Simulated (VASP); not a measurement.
# Pt (Fm-3m) in VASP: a series of runs, part 2 of 2

VASP 6.6.1. The steps go on from the part before.

### 4 Single point, BLYP+D3(BJ)

This run uses another cell than the first one, of 15.37 Å³/atom, 1.019 times its volume.

INCAR reads:

```
  AGGAC = 1.0
  AGGAX = 1.0
  ALDAC = 0.0
  ALDAX = 1.0
  ALGO = Normal
  EDIFF = 1E-6
  ENCUT = 520
  GGA = B5
  ISIF = 2
  ISMEAR = -1
  IVDW = 12
  LASPH = True
  LCHARG = False
  LREAL = False
  LWAVE = False
  NBANDS = 11
  NELM = 100
  PREC = Accurate
  SIGMA = 0.05
  VDW_A1 = 0.4298
  VDW_A2 = 4.2359
  VDW_S6 = 1.0
  VDW_S8 = 2.6996
```

KPOINTS reads:

```
k-points
0
Gamma
  12 12 12
```

POSCAR reads:

```
Pt
1.0
    0.0000000000      1.9735216865      1.9735216865
    1.9735216865      0.0000000000      1.9735216865
    1.9735216865      1.9735216865      0.0000000000
Pt
1
Direct
    0.0000000000      0.0000000000      0.0000000000
```

Potentials or basis: VASP PAW PBE potentials, release 64 (Pt).

The run is started by

```bash
$ cat potpaw_PBE.64/Pt/POTCAR > POTCAR
$ mpirun -np 1 vasp_std > vasp.out
```

OUTCAR:

```text
EDIFF = 1E-6
   ENCUT = 520
   GGA = B5
   ISIF = 2
   ISMEAR = -1
   IVDW = 12
   LASPH = True
   LREAL = False
   NELM = 100
   PREC = Accurate
 IVDW          = 12

 ion  position               nearest neighbor table
   1  0.000  0.000  0.000-

  LATTYP: Found a face centered cubic cell.
 ALAT       =     3.9470433730

  Lattice vectors:

 A1 = (   0.0000000000,   1.9735216865,   1.9735216865)
 A2 = (   1.9735216865,   0.0000000000,   1.9735216865)
 A3 = (   1.9735216865,   1.9735216865,   0.0000000000)

Analysis of symmetry for initial positions (statically):
=====================================================================
 Subroutine PRICEL returns:
 Original cell was already a primitive cell.

 Routine SETGRP: Setting up the symmetry group for a
 face centered cubic supercell.

 Subroutine GETGRP returns: Found 48 space group operations
 (whereof 48 operations were pure point group operations)
 out of a pool of 48 trial point group operations.

The static configuration has the point symmetry O_h .

Analysis of symmetry for dynamics (positions and initial velocities):
=====================================================================
 Subroutine PRICEL returns:
 Original cell was already a primitive cell.

 Routine SETGRP: Setting up the symmetry group for a
 face centered cubic supercell.

 Subroutine GETGRP returns: Found 48 space group operations
 (whereof 48 operations were pure point group operations)
 out of a pool of 48 trial point group operations.

The dynamic configuration has the point symmetry O_h .

 Subroutine INISYM returns: Found 48 space group operations
 (whereof 48 operations are pure point group operations),
 and found     1 'primitive' translations

----------------------------------------------------------------------------------------

                                     Primitive cell

  volume of cell :      15.3729

  direct lattice vectors                    reciprocal lattice vectors
     0.000000000  1.973521687  1.973521687    -0.253354196  0.253354196  0.253354196
     1.973521687  0.000000000  1.973521687     0.253354196 -0.253354196  0.253354196
     1.973521687  1.973521687  0.000000000     0.253354196  0.253354196 -0.253354196

  length of vectors
     2.790981135  2.790981135  2.790981135     0.438822340  0.438822340  0.438822340

  position of ions in fractional coordinates (direct lattice)
     0.000000000  0.000000000  0.000000000

  ion indices of the primitive-cell ions
   primitive index   ion index
                 1           1

----------------------------------------------------------------------------------------

 KPOINTS: k-points

Automatic generation of k-mesh.
 Grid dimensions read from file:
 generate k-points for:   12   12   12

 Generating k-lattice:

  Cartesian coordinates                     Fractional coordinates (reciprocal lattice)
    -0.021112850  0.021112850  0.021112850     0.083333333  0.000000000  0.000000000
     0.021112850 -0.021112850  0.021112850     0.000000000  0.083333333  0.000000000
     0.021112850  0.021112850 -0.021112850     0.000000000  0.000000000  0.083333333

  Length of vectors
     0.036568528  0.036568528  0.036568528

  Shift w.r.t. Gamma in fractional coordinates (k-lattice)
     0.000000000  0.000000000  0.000000000

 Subroutine IBZKPT returns following result:
 ===========================================

 Found     72 irreducible k-points:

 Following reciprocal coordinates:
            Coordinates               Weight
  0.000000  0.000000  0.000000      1.000000
  0.083333  0.000000  0.000000      8.000000
  0.166667  0.000000  0.000000      8.000000
  0.250000  0.000000  0.000000      8.000000
  0.333333  0.000000  0.000000      8.000000
  0.416667  0.000000  0.000000      8.000000
[... 16 lines left out ...]
  0.500000  0.166667  0.000000     24.000000
 -0.416667  0.166667  0.000000     24.000000
 [... further k-points ...]
   k-points           NKPTS =     72   k-points in BZ     NKDIM =     72   number of bands    NBANDS=     11
   number of dos      NEDOS =    301   number of ions     NIONS =      1
   total plane-waves  NPLWV =  13824
   dimension x,y,z NGX =    24 NGY =   24 NGZ =   24
   dimension x,y,z NGXF=    48 NGYF=   48 NGZF=   48
   ions per type =               1
   NGX,Y,Z   is equivalent  to a cutoff of  14.30, 14.30, 14.30 a.u.
   NGXF,Y,Z  is equivalent  to a cutoff of  28.59, 28.59, 28.59 a.u.
 SYSTEM =  unknown system
   PREC   = accura    normal or accurate (medium, high low for compatibility)
   ISTART =      0    job   : 0-new  1-cont  2-samecut
   ICHARG =      2    charge: 1-file 2-atom 10-const
   ISPIN  =      1    spin polarized calculation?
   LNONCOLLINEAR =      F non collinear calculations
   LSORBIT =      F    spin-orbit coupling
   LASPH  =      T    aspherical Exc in radial PAW
   ENCUT  =  520.0 eV  38.22 Ry    6.18 a.u.   5.19  5.19  5.19*2*pi/ulx,y,z
   NELM   =    100;   NELMIN=  2; NELMDL= -5     # of ELM steps
   EDIFF  = 0.1E-05   stopping-criterion for ELM
   LREAL  =      F    real-space projection
   EDIFFG = 0.1E-04   stopping-criterion for IOM
   NSW    =      0    number of steps for IOM
   IBRION =     -1    ionic relax: 0-MD 1-quasi-New 2-CG
   NFREE  =      0    steps in history (QN), initial steepest desc. (CG)
   ISIF   =      2    stress and relaxation
   ISYM   =      2    0-nonsym 1-usesym 2-fastsym
   POTIM  = 0.5000    time-step for ionic-motion
   TEBEG  =    0.0;   TEEND  =   0.0 temperature during run
   PSTRESS=    0.0 pullay stress
   NELECT =      10.0000    total number of electrons
   NUPDOWN=      -1.0000    fix difference up-down
   EMIN   =  10.00;   EMAX   =-10.00  energy-range for DOS
   EFERMI =   0.00;   METHOD = LEGACY
   ISMEAR =    -1;   SIGMA  =   0.05  broadening in eV -4-tet -1-fermi 0-gaus
   EFERMI_NEDOS =   21; number of points for ismear=-14 and -15
   IALGO  =     38    algorithm
   IMIX   =      4    mixing-type and parameters
     AMIX     =   0.40;   BMIX     =  1.00
     AMIX_MAG =   1.60;   BMIX_MAG =  1.00
  volume/ion in A,a.u.               =      15.37       103.74
  Fermi-wavevector in a.u.,A,eV,Ry     =   1.418479  2.680537 27.376049  2.012083
  Thomas-Fermi vector in A             =   2.539600
   LORBIT       =      0    0 simple, 1 ext, 2 COOP (PROOUT), +10 PAW based schemes
   GGA     = B5    functional components
   LHFCALC =     F    Hartree Fock is set to
   AEXX    =    0.0000 exact exchange contribution
   IVDW    =    12    specifies the selected vdW correction
   LEPSILON=     F    determine dielectric tensor
   LRPA    =     F    only Hartree local field effects (RPA)
 non-spin polarized calculation
  energy-cutoff  :      520.00
  volume of cell :       15.37
 maximum number of plane-waves:       432
 NGX is ok and might be reduce to    24
   NGX = 11   NGY = 11   NGZ = 11

 number of electron      10.0000001 magnetization

 Free energy of the ion-electron system (eV)
  ---------------------------------------------------
  ext. energy  EPLUGINS =         0.00000000
  ---------------------------------------------------
  free energy    TOTEN  =        -4.93204422 eV

  energy without entropy =       -4.91667857  energy(sigma->0) =       -4.92436140

 E-fermi :  11.5113     XC(G=0): -12.6813

 val. band max:       11.5069876191   @ k =  -0.2500   0.4167   0.1667
 cond. band min:      11.5120406646   @ k =  -0.4167   0.4167   0.1667
 fundamental gap:      0.0050530455
 Fermi energy:        11.5112698244

 k-point     1 :       0.0000    0.0000    0.0000
  band No.  band energies     occupation
      1       1.6425      2.00000
      2       7.8074      2.00000
      3       7.8074      2.00000
      4       7.8075      2.00000
      5       9.8929      2.00000
      6       9.8929      2.00000
      7      26.4819      0.00000
      8      31.1889      0.00000
      9      31.1889      0.00000
     10      31.1889      0.00000
     11      36.9026      0.00000
[... 309 lines left out ...]
 k-point    24 :      -0.4167    0.1667    0.0000
  band No.  band energies     occupation
      1       5.2155      2.00000
      2       7.2232      2.00000
      3       8.4174      2.00000
      4       8.8135      2.00000
      5      11.2061      1.99554
      6      14.6189      0.00000
      7      17.4554      0.00000
      8      26.4640      0.00000
      9      28.5262      0.00000
     10      29.9632      0.00000
     11      38.4019      0.00000

 [... further k-points ...]

------------------------ aborting loop because EDIFF is reached ----------------------------------------

 Edisp (eV)   -1.77925

 E8    (eV) :    -1.3376

  FORCE on cell =-STRESS in cart. coord.  units (eV):
  Direction    XX          YY          ZZ          XY          YZ          ZX
  --------------------------------------------------------------------------------------
  -------------------------------------------------------------------------------------
  Total       0.13606     0.13606     0.13606    -0.00000     0.00000     0.00000
  in kB      14.18023    14.18023    14.18023    -0.00000     0.00000     0.00000
  external pressure =       14.18 kB  Pullay stress =        0.00 kB

 VOLUME and BASIS-vectors are now :
 -----------------------------------------------------------------------------
  energy-cutoff  :      520.00
  volume of cell :       15.37
      direct lattice vectors                 reciprocal lattice vectors
     0.000000000  1.973521687  1.973521687    -0.253354196  0.253354196  0.253354196
     1.973521687  0.000000000  1.973521687     0.253354196 -0.253354196  0.253354196
     1.973521687  1.973521687  0.000000000     0.253354196  0.253354196 -0.253354196

 POSITION                                       TOTAL-FORCE (eV/Angst)
 -----------------------------------------------------------------------------------
      0.00000      0.00000      0.00000        -0.000000     -0.000000     -0.000000
 -----------------------------------------------------------------------------------
    total drift:                               -0.000000      0.000000      0.000000

  FREE ENERGIE OF THE ION-ELECTRON SYSTEM (eV)
  ---------------------------------------------------
  free  energy   TOTEN  =        -6.7112899533 eV

  energy  without entropy=       -6.6959243028  energy(sigma->0) =       -6.70360713
```

OSZICAR:

```text
N       E                     dE             d eps       ncg     rms          rms(c)
DAV:   1     0.416317488180E+02    0.41632E+02   -0.52828E+03  1600   0.839E+02
DAV:   2    -0.468811205031E+01   -0.46320E+02   -0.44571E+02  1811   0.178E+02
DAV:   3    -0.528225444101E+01   -0.59414E+00   -0.59064E+00  1833   0.192E+01
DAV:   4    -0.528475780063E+01   -0.25034E-02   -0.25031E-02  1850   0.144E+00
DAV:   5    -0.528478019248E+01   -0.22392E-04   -0.22392E-04  1859   0.127E-01    0.120E+01
DAV:   6    -0.496688280487E+01    0.31790E+00   -0.75835E-01  1731   0.684E+00    0.618E+00
DAV:   7    -0.493510706379E+01    0.31776E-01   -0.10677E-01  1839   0.253E+00    0.236E+00
DAV:   8    -0.493213262094E+01    0.29744E-02   -0.36374E-03  1737   0.536E-01    0.398E-01
DAV:   9    -0.493203773859E+01    0.94882E-04   -0.36492E-05  1785   0.547E-02    0.298E-02
DAV:  10    -0.493204429291E+01   -0.65543E-05   -0.46651E-06  1787   0.206E-02    0.217E-03
DAV:  11    -0.493204422273E+01    0.70181E-07   -0.43383E-08   972   0.200E-03
   1 F= -.67112900E+01 E0= -.67036071E+01  d E =-.153657E-01
```

stdout:

```text
POSCAR found type information on POSCAR Pt
 POSCAR found :  1 types and       1 ions
 scaLAPACK will be used
 -----------------------------------------------------------------------------
|                                                                             |
|                                                                             |
|     You enforced a specific xc type in the INCAR file but a different       |
|     I HOPE YOU KNOW WHAT YOU ARE DOING!                                     |
|                                                                             |
 -----------------------------------------------------------------------------

 LDA part: xc-table for (Slater(with rela. corr.)+VWN5), standard interpolation
 POSCAR, INCAR and KPOINTS ok, starting setup
 FFT: planning ... GRIDC
 FFT: planning ... GRID_SOFT
 FFT: planning ... GRID
 WAVECAR not read
 entering main loop
```

Run time: 6.8 s. Hardware: 1 thread of Intel Xeon 6975P-C (Granite Rapids), shared host; peak memory 0.15 GiB.

What came out:

| Property | Result |
| --- | --- |
| Free energy | -6.7113 eV |
| Pressure | 1.4 GPa |
| Band gap on the k mesh | zero (band 5 reaches 11.98 eV, above the bottom of band 6 at 9.80 eV) |
| Dispersion energy per atom | -1.779 eV |

Caveat: the PAW data sets were made with another functional, which shifts forces and pressure a little; spin-orbit coupling is left out, which moves the levels of the heavy elements; pairwise dispersion overbinds metals, which lowers pressure and volume.

### 5 Relaxation of cell and atoms, BLYP+D3(BJ)

INCAR reads:

```
AGGAC = 1.0
AGGAX = 1.0
ALDAC = 0.0
ALDAX = 1.0
ALGO = Normal
EDIFF = 1E-6
EDIFFG = -0.02
ENCUT = 600
GGA = B5
IBRION = 2
ISIF = 3
ISMEAR = -1
IVDW = 12
LASPH = T
LCHARG = F
LREAL = F
LWAVE = F
NELM = 100
NSW = 80
PREC = Accurate
SIGMA = 0.05
VDW_A1 = 0.4298
VDW_A2 = 4.2359
VDW_S6 = 1.0
VDW_S8 = 2.6996
```

KPOINTS is that of step 4.

POSCAR reads:

```
Pt
1.0
    0.0000000000      1.9609000000      1.9609000000
    1.9609000000      0.0000000000      1.9609000000
    1.9609000000      1.9609000000      0.0000000000
Pt
1
Direct
    0.0000000000      0.0000000000      0.0000000000
```

Potentials or basis: VASP PAW PBE potentials, release 64 (Pt).

The run is started by

```bash
$ cat potpaw_PBE.64/Pt/POTCAR > POTCAR
$ mpirun -np 1 vasp_std > vasp.out
```

OUTCAR:

```text
EDIFF = 1E-6
   EDIFFG = -0.02
   ENCUT = 600
   GGA = B5
   IBRION = 2
   ISIF = 3
   ISMEAR = -1
   IVDW = 12
   LASPH = T
   LREAL = F
   NELM = 100
   NSW = 80
   PREC = Accurate
 IVDW          = 12

 ion  position               nearest neighbor table
   1  0.000  0.000  0.000-

  LATTYP: Found a face centered cubic cell.
 ALAT       =     3.9218000000

  Lattice vectors:

 A1 = (   0.0000000000,   1.9609000000,   1.9609000000)
 A2 = (   1.9609000000,   0.0000000000,   1.9609000000)
 A3 = (   1.9609000000,   1.9609000000,   0.0000000000)

Analysis of symmetry for initial positions (statically):
=====================================================================
 Subroutine PRICEL returns:
 Original cell was already a primitive cell.

 Routine SETGRP: Setting up the symmetry group for a
 face centered cubic supercell.

 Subroutine GETGRP returns: Found 48 space group operations
 (whereof 48 operations were pure point group operations)
 out of a pool of 48 trial point group operations.

The static configuration has the point symmetry O_h .

Analysis of symmetry for dynamics (positions and initial velocities):
=====================================================================
 Subroutine PRICEL returns:
 Original cell was already a primitive cell.

 Routine SETGRP: Setting up the symmetry group for a
 face centered cubic supercell.

[... 142 lines left out ...]

 number of electron      10.0000000 magnetization

 Free energy of the ion-electron system (eV)
  ---------------------------------------------------
  ext. energy  EPLUGINS =         0.00000000
  ---------------------------------------------------
  free energy    TOTEN  =        -4.88743734 eV

  energy without entropy =       -4.87239871  energy(sigma->0) =       -4.87991802

------------------------ aborting loop because EDIFF is reached ----------------------------------------

 Edisp (eV)   -1.81562

 E8    (eV) :    -1.3651
[... 69 lines left out ...]
--------------------------------------- Ionic step        3  -------------------------------------------

 number of electron      10.0000001 magnetization

 Free energy of the ion-electron system (eV)
  ---------------------------------------------------
  ext. energy  EPLUGINS =         0.00000000
  ---------------------------------------------------
  free energy    TOTEN  =        -4.94369712 eV

  energy without entropy =       -4.92821100  energy(sigma->0) =       -4.93595406

 E-fermi :  11.3891     XC(G=0): -12.6443

 val. band max:       11.3848090267   @ k =  -0.2500   0.4167   0.1667
 cond. band min:      11.3898613821   @ k =  -0.4167   0.4167   0.1667
 fundamental gap:      0.0050523555
 Fermi energy:        11.3890991892

 k-point     1 :       0.0000    0.0000    0.0000
  band No.  band energies     occupation
      1       1.5905      2.00000
      2       7.7239      2.00000
      3       7.7239      2.00000
      4       7.7239      2.00000
      5       9.7874      2.00000
      6       9.7874      2.00000
      7      26.3772      0.00000
      8      31.0473      0.00000
      9      31.0473      0.00000
[... 265 lines left out ...]
 k-point    24 :      -0.4167    0.1667    0.0000
  band No.  band energies     occupation
      1       5.1529      2.00000
      2       7.1474      2.00000
      3       8.3288      2.00000
      4       8.7232      2.00000
      5      11.0872      1.99524
      6      14.4843      0.00000
      7      17.2916      0.00000
      8      26.3051      0.00000
      9      28.3772      0.00000

 [... further k-points ...]

------------------------ aborting loop because EDIFF is reached ----------------------------------------

 Edisp (eV)   -1.76733

 E8    (eV) :    -1.3286
[... 24 lines left out ...]
  FREE ENERGIE OF THE ION-ELECTRON SYSTEM (eV)
  ---------------------------------------------------
  free  energy   TOTEN  =        -6.7110263554 eV

  energy  without entropy=       -6.6955402375  energy(sigma->0) =       -6.70328330

 reached required accuracy - stopping structural energy minimisation
```

Run time: 16 s. Hardware: 1 thread of Intel Xeon 6975P-C (Granite Rapids), shared host; peak memory 0.16 GiB.

What came out:

```yaml
Free_energy: -6.7110 eV
Relaxed_volume: 15.47 Å³/atom
Relaxed_cell: a = 2.797 Å, b = 2.797 Å, c = 2.797 Å, α = 60.00°, β = 60.00°, γ = 60.00°
Space_group_after_relaxing_to_0.05_Å: Fm-3m (No. 225)
Energy_gained_by_relaxing: 8.0 meV/atom
Ionic_steps: 3
Pressure_after_relaxing: -0.2 GPa
Band_gap_on_the_k_mesh: zero (band 5 reaches 11.85 eV, above the bottom of band 6 at 9.69 eV)
Dispersion_energy_per_atom: -1.767 eV
```

The path:
| step | energy change (eV) | largest force (eV/Å) | pressure (GPa) | volume (Å³) |
| --- | --- | --- | --- | --- |
| 1 | 0.0000 | 0.0000 | 6.93 | 15.08 |
| 2 | 0.0453 | 0.0000 | -14.57 | 16.55 |
| 3 | -0.0080 | 0.0000 | -0.18 | 15.47 |

Final structure:
```xyz
1
Lattice="0.0000 1.9777 1.9777 1.9777 0.0000 1.9777 1.9777 1.9777 0.0000" Properties=species:S:1:pos:R:3 pbc="T T T"
Pt    0.0000    0.0000    0.0000
```

Levels at points of the mesh, in eV from the Fermi level:
| k point | band 3 | band 4 | band 5 | band 6 | band 7 | band 8 |
| --- | --- | --- | --- | --- | --- | --- |
| (0.00, 0.00, 0.00) | -3.67 | -3.67 | -1.60 | -1.60 | 14.99 | 19.66 |
| (0.50, 0.00, 0.00) | -3.72 | -0.11 | 0.02 | 0.02 | 5.66 | 14.58 |
| (0.50, 0.50, 0.00) | -0.02 | 0.46 | 0.46 | 2.04 | 8.60 | 11.42 |

Caveat: the PAW data sets were made with another functional, which shifts forces and pressure a little; spin-orbit coupling is left out, which moves the levels of the heavy elements; pairwise dispersion overbinds metals, which lowers pressure and volume.

### 6 The runs side by side

| task | level | cell | cutoff (eV) | smearing | gap on the mesh (eV) | pressure (GPa) | relaxed volume (Å³/atom) |
| --- | --- | --- | --- | --- | --- | --- | --- |
| relaxation of cell and atoms | PBE+D3(BJ) | relaxed from a = 2.773 Å, angles 60.0°, 1 atom | 600 | fermi-dirac 0.05 eV | none | 0.0 | 15.14 |
| single point | PBE | a = 2.773 Å, angles 60.0°, 1 atom | 520 | gaussian 0.015 eV | none | 9.7 | - |
| single point | BLYP+D3(BJ) | a = 2.791 Å, angles 60.0°, 1 atom | 520 | fermi-dirac 0.05 eV | none | 1.4 | - |
| relaxation of cell and atoms | BLYP+D3(BJ) | relaxed from a = 2.773 Å, angles 60.0°, 1 atom | 600 | fermi-dirac 0.05 eV | none | -0.2 | 15.47 |

Alike in all rows: potentials or basis VASP PAW PBE potentials, release 64 (Pt); no spin polarisation; k mesh 12 × 12 × 12.

Caveats: spin-orbit coupling is left out, which moves the levels of the heavy elements; pairwise dispersion overbinds metals, which lowers pressure and volume (some runs); the PAW data sets were made with another functional, which shifts forces and pressure a little (some runs).

Absolute energies hang on the potentials; compare differences alone.
